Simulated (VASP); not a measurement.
## Y: single point with PBEsol

Crystal: Y.

```xyz
1
Lattice="0.0000 2.5520 2.5520 2.5520 0.0000 2.5520 2.5520 2.5520 0.0000" Properties=species:S:1:pos:R:3 pbc="T T T"
Y     0.0000    0.0000    0.0000
```

This isn't the form of Y at room conditions, which is hcp.

```
Program                : VASP 6.6.1
Task                   : single point
Functional             : PBEsol
Potentials or basis    : VASP PAW PBE potentials, release 64 (Y_sv)
Cutoff                 : 410 eV
k mesh                 : 27 × 27 × 27
Occupations            : tetrahedron, width 0.1 eV
Spin                   : no spin polarisation
Tolerance level        : tight
Purpose                : density of states
K density              : 10 × 10 × 10
Further INCAR settings : ALGO = Normal; EDIFF = 1e-06; NBANDS = 20
```

* Valence electrons inside the program's atomic spheres: Y 9.41
* Density of states at the Fermi level: 1.65 states/eV/atom

Levels at points of the mesh, in eV from the Fermi level:
```tsv
k point	band 2	band 3	band 4	band 5	band 6	band 7	band 8	band 9
(0.00, 0.00, 0.00)	-22.37	-22.37	-22.37	-4.74	1.76	1.76	1.76	3.71
```

Wall time 59 s on 1 thread of Intel(R) Xeon(R) Platinum 8488C (Sapphire Rapids), with other jobs on the host, peak memory 0.33 GiB.
